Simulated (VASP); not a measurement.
# Ca6Mn2C6O (R-3) in VASP: single point with PBE

Aim: the single point of Ca6Mn2C6O with PBE.

Everything below comes from runs of VASP 6.6.1. Logs are shortened: lines on timing, memory, paths and dates and some standing lists are left out, and cuts for length are marked.

### 1 The cell of the first run

The structure is trigonal, space group R-3 (No. 148). Conventional cell: a = 8.969 Å, b = 8.969 Å, c = 9.273 Å, α = 90.00°, β = 90.00°, γ = 120.00°. Within 2.4 Å of Mn (site symmetry 3) lie 3 C at 1.80 Å and 1 Mn at 2.28 Å. Within 3.3 Å of Ca (site symmetry 1) lie 5 C at 2.47 to 2.61 Å and 1 O at 2.54 Å and 1 Mn at 2.98 Å and 2 Ca at 3.26 Å. Within 2.4 Å of C (site symmetry 1) lie 1 Mn at 1.80 Å. Within 3.4 Å of O (site symmetry -3) lie 6 Ca at 2.54 Å.

### 2 Single point, PBE

INCAR reads:

```
  ALGO = Normal
  EDIFF = 1E-6
  ENCUT = 520
  GGA = PE
  ISIF = 2
  ISMEAR = -1
  LASPH = True
  LCHARG = True
  LELF = True
  LREAL = Auto
  LVHAR = True
  LWAVE = False
  NBANDS = 71
  NELM = 100
  PREC = Accurate
  SIGMA = 0.1
```

KPOINTS reads:

```
k-points
0
Gamma
  5 5 5
```

POSCAR reads:

```
Ca6Mn2C6O
1.0
    4.4847280000      2.5892610000      3.0910730000
   -4.4847280000      2.5892610000      3.0910730000
    0.0000000000     -5.1785110000      3.0910730000
Mn Ca C O
2 6 6 1
Direct
    0.3770100000      0.3770100000      0.3770100000
    0.6229900000      0.6229900000      0.6229900000
    0.2045000000      0.3570900000      0.8929100000
    0.8929100000      0.2045000000      0.3570900000
    0.3570900000      0.8929100000      0.2045000000
    0.7955000000      0.6429100000      0.1070900000
    0.1070900000      0.7955000000      0.6429100000
    0.6429100000      0.1070900000      0.7955000000
    0.5355000000      0.2818000000      0.1568000000
    0.1568000000      0.5355000000      0.2818000000
    0.2818000000      0.1568000000      0.5355000000
    0.4645000000      0.7182000000      0.8432000000
    0.8432000000      0.4645000000      0.7182000000
    0.7182000000      0.8432000000      0.4645000000
    0.0000000000      0.0000000000      0.0000000000
```

Potentials or basis: VASP PAW PBE potentials, release 64 (Mn_pv, Ca_sv, C, O).

The run is started by

```bash
> cat potpaw_PBE.64/Mn_pv/POTCAR potpaw_PBE.64/Ca_sv/POTCAR potpaw_PBE.64/C/POTCAR potpaw_PBE.64/O/POTCAR > POTCAR
> mpirun -np 1 vasp_std > vasp.out
```

OUTCAR:

```text
EDIFF = 1E-6
   ENCUT = 520
   GGA = PE
   ISIF = 2
   ISMEAR = -1
   LASPH = True
   LREAL = Auto
   NELM = 100
   PREC = Accurate

 ion  position               nearest neighbor table
   1  0.377  0.377  0.377-   9 1.80  11 1.80  10 1.80   2 2.28   3 2.98   5 2.98   4 2.98
   2  0.623  0.623  0.623-  12 1.80  14 1.80  13 1.80   1 2.28   6 2.98   8 2.98   7 2.98
   3  0.205  0.357  0.893-  11 2.47  13 2.50   9 2.53  10 2.53  15 2.54  12 2.61   1 2.98
   4  0.893  0.205  0.357-   9 2.47  14 2.50  10 2.53  11 2.53  15 2.54  13 2.61   1 2.98
   5  0.357  0.893  0.205-  10 2.47  12 2.50  11 2.53   9 2.53  15 2.54  14 2.61   1 2.98
   6  0.795  0.643  0.107-  14 2.47  10 2.50  12 2.53  13 2.53  15 2.54   9 2.61   2 2.98
   7  0.107  0.795  0.643-  12 2.47  11 2.50  13 2.53  14 2.53  15 2.54  10 2.61   2 2.98
   8  0.643  0.107  0.795-  13 2.47   9 2.50  14 2.53  12 2.53  15 2.54  11 2.61   2 2.98
   9  0.535  0.282  0.157-   1 1.80   4 2.47   8 2.50   3 2.53   5 2.53   6 2.61
  10  0.157  0.535  0.282-   1 1.80   5 2.47   6 2.50   4 2.53   3 2.53   7 2.61
  11  0.282  0.157  0.535-   1 1.80   3 2.47   7 2.50   5 2.53   4 2.53   8 2.61
  12  0.465  0.718  0.843-   2 1.80   7 2.47   5 2.50   6 2.53   8 2.53   3 2.61
  13  0.843  0.465  0.718-   2 1.80   8 2.47   3 2.50   7 2.53   6 2.53   4 2.61
  14  0.718  0.843  0.465-   2 1.80   6 2.47   4 2.50   8 2.53   7 2.53   5 2.61
  15  0.000  0.000  0.000-   4 2.54   7 2.54   5 2.54   8 2.54   3 2.54   6 2.54

  LATTYP: Found a trigonal (rhomboedric) cell.
 ALAT       =     6.0309029217
 COS(alpha) =    -0.1059552035

  Lattice vectors:

 A1 = (   4.4847280000,   2.5892610000,   3.0910730000)
 A2 = (  -4.4847280000,   2.5892610000,   3.0910730000)
 A3 = (   0.0000000000,  -5.1785110000,   3.0910730000)

Analysis of symmetry for initial positions (statically):
=====================================================================
 Subroutine PRICEL returns:
 Original cell was already a primitive cell.

 Routine SETGRP: Setting up the symmetry group for a
 trigonal (rhombohedral) supercell.

 Subroutine GETGRP returns: Found  6 space group operations
 (whereof  6 operations were pure point group operations)
 out of a pool of 12 trial point group operations.

The static configuration has the point symmetry S_6 .

Analysis of symmetry for dynamics (positions and initial velocities):
=====================================================================
 Subroutine PRICEL returns:
 Original cell was already a primitive cell.

 Routine SETGRP: Setting up the symmetry group for a
 trigonal (rhombohedral) supercell.

[... 146 lines left out ...]
   IMIX   =      4    mixing-type and parameters
     AMIX     =   0.40;   BMIX     =  1.00
     AMIX_MAG =   1.60;   BMIX_MAG =  1.00
  volume/ion in A,a.u.               =      14.36        96.89
  Fermi-wavevector in a.u.,A,eV,Ry     =   1.331998  2.517111 24.139708  1.774218
  Thomas-Fermi vector in A             =   2.460966
   LORBIT       =      0    0 simple, 1 ext, 2 COOP (PROOUT), +10 PAW based schemes
   GGA     = PE    functional components
   LHFCALC =     F    Hartree Fock is set to
   AEXX    =    0.0000 exact exchange contribution
   IVDW    =     0    specifies the selected vdW correction
   LEPSILON=     F    determine dielectric tensor
   LRPA    =     F    only Hartree local field effects (RPA)
 non-spin polarized calculation
  energy-cutoff  :      520.00
  volume of cell :      215.36
 maximum number of plane-waves:      5829
 NGX is ok and might be reduce to    48
   NGX = 23   NGY = 23   NGZ = 23

 number of electron     116.0000002 magnetization

 Free energy of the ion-electron system (eV)
  ---------------------------------------------------
  ext. energy  EPLUGINS =         0.00000000
  ---------------------------------------------------
  free energy    TOTEN  =       -91.18617375 eV

  energy without entropy =      -90.94337492  energy(sigma->0) =      -91.06477433

 E-fermi :   4.1802     XC(G=0): -10.6251

 val. band max:        4.1800310185   @ k =   0.4000   0.2000   0.0000
 cond. band min:       4.1887206484   @ k =   0.4000   0.4000   0.2000
 fundamental gap:      0.0086896299
 Fermi energy:         4.1802331454

 k-point     1 :       0.0000    0.0000    0.0000
  band No.  band energies     occupation
      1     -44.0511      2.00000
      2     -43.9869      2.00000
      3     -43.9869      2.00000
      4     -43.9411      2.00000
      5     -43.9410      2.00000
      6     -43.6421      2.00000
[... 1668 lines left out ...]
     69       7.3793      0.00000
     70       8.1672      0.00000
 [bands above 70 left out]

------------------------ aborting loop because EDIFF is reached ----------------------------------------

  FORCE on cell =-STRESS in cart. coord.  units (eV):
  Direction    XX          YY          ZZ          XY          YZ          ZX
  --------------------------------------------------------------------------------------
  -------------------------------------------------------------------------------------
  Total        2.8663342      2.8663307     16.1764479      0.0000002      0.0000192      0.0000000
  in kB       21.3238477     21.3238216    120.3432983      0.0000019      0.0001428      0.0000000
  external PRESSURE =      54.3303225 kB  Pullay stress =       0.0000000 kB

 VOLUME and BASIS-vectors are now :
 -----------------------------------------------------------------------------
  energy-cutoff  :      520.00
  volume of cell :      215.36
      direct lattice vectors                 reciprocal lattice vectors
     4.484728000  2.589261000  3.091073000     0.111489482  0.064368522  0.107837342
    -4.484728000  2.589261000  3.091073000    -0.111489482  0.064368522  0.107837342
     0.000000000 -5.178511000  3.091073000     0.000000000 -0.128737043  0.107837571

 POSITION                                       TOTAL-FORCE (eV/Angst)
 -----------------------------------------------------------------------------------
      0.00000      0.00000      3.49610         0.000000     -0.000001     -0.707319
      0.00000      0.00001      5.77712         0.000000      0.000001      0.707319
     -0.68432     -3.16984      4.49597         0.418136     -0.522426     -0.437210
      3.08733      0.99229      4.49597         0.243366      0.623328     -0.437210
     -2.40301      2.17757      4.49597        -0.661502     -0.100904     -0.437210
      0.68432      3.16985      4.77725        -0.418136      0.522426      0.437210
     -3.08733     -0.99228      4.77725        -0.243366     -0.623328      0.437210
      2.40301     -2.17756      4.77725         0.661502      0.100904      0.437210
      1.13778      1.30421      3.01101        -1.291813     -1.390562      0.299616
     -1.69837      0.33324      3.01101         1.850169     -0.423461      0.299616
      0.56059     -1.63744      3.01101        -0.558356      1.814023      0.299616
     -1.13778     -1.30420      6.26220         1.291813      1.390562     -0.299616
      1.69837     -0.33323      6.26220        -1.850169      0.423461     -0.299616
     -0.56059      1.63745      6.26220         0.558356     -1.814023     -0.299616
      0.00000      0.00000      0.00000        -0.000000     -0.000000      0.000000
 -----------------------------------------------------------------------------------
    total drift:                                0.000000     -0.000000      0.000000

  FREE ENERGIE OF THE ION-ELECTRON SYSTEM (eV)
  ---------------------------------------------------
  free  energy   TOTEN  =       -91.1861737491 eV

  energy  without entropy=      -90.9433749158  energy(sigma->0) =      -91.06477433
```

stdout:

```text
POSCAR found type information on POSCAR MnCaC O
 POSCAR found :  4 types and      15 ions
 scaLAPACK will be used
 LDA part: xc-table for (Slater+PW92), standard interpolation
 POSCAR, INCAR and KPOINTS ok, starting setup
 FFT: planning ... GRIDC
 FFT: planning ... GRID_SOFT
 FFT: planning ... GRID
 WAVECAR not read
 entering main loop
```

It took 17 min on 1 thread of Oxide Virtual Turin-like, shared host; peak memory 0.42 GiB.

Results:

```
Free energy            : -91.1862 eV
Pressure               : 5.4 GPa
Largest force          : 1.922 eV/Å
Band gap on the k mesh : zero (band 58 reaches 4.28 eV, above the bottom of band 59 at 3.94 eV)
```

Forces on the atoms (eV/Å):
```
Mn   0.000  0.000 -0.707
Mn   0.000  0.000  0.707
Ca   0.418 -0.522 -0.437
Ca   0.243  0.623 -0.437
Ca  -0.662 -0.101 -0.437
Ca  -0.418  0.522  0.437
Ca  -0.243 -0.623  0.437
Ca   0.662  0.101  0.437
C   -1.292 -1.391  0.300
C    1.850 -0.423  0.300
C   -0.558  1.814  0.300
C    1.292  1.391 -0.300
C   -1.850  0.423 -0.300
C    0.558 -1.814 -0.300
O    0.000  0.000  0.000
```

Caveat: the run has no spin polarisation, though such a crystal can be magnetic; forces of over 1 eV/Å act on the atoms, so gaps and moduli don't describe the material at rest.
